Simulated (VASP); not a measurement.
A run of VASP 6.6.1 is set up as follows.

File INCAR:

```
PREC = Accurate
ENCUT = 520
EDIFF = 1E-8
ISMEAR = -1
SIGMA = 0.05
LREAL = F
LASPH = T
NELM = 80
ALGO = Normal
ISIF = 2
LWAVE = F
LCHARG = F
LEFG = T
NBANDS = 12
```

Contents of KPOINTS:

```
regular mesh
0
Gamma
  14 14 14
```

The input POSCAR:

```
Ta
1.0
   -1.6713142964      1.6713142964      1.6713142964
    1.6713142964     -1.6713142964      1.6713142964
    1.6713142964      1.6713142964     -1.6713142964
Ta
1
Direct
    0.0000000000      0.0000000000      0.0000000000
```

Potentials or basis: VASP PAW LDA potentials, release 64 (Ta_pv).

Command:

```sh
$ cat potpaw_LDA.64/Ta_pv/POTCAR > POTCAR
$ mpirun -np 1 vasp_std > vasp.out
```

**Question.** What does it give for the pressure?

**Answer.** -14.5 GPa.

Caveat: without QUAD_EFG the Cq values of the log hold for a quadrupole moment of 1 mb, not for the nuclei.
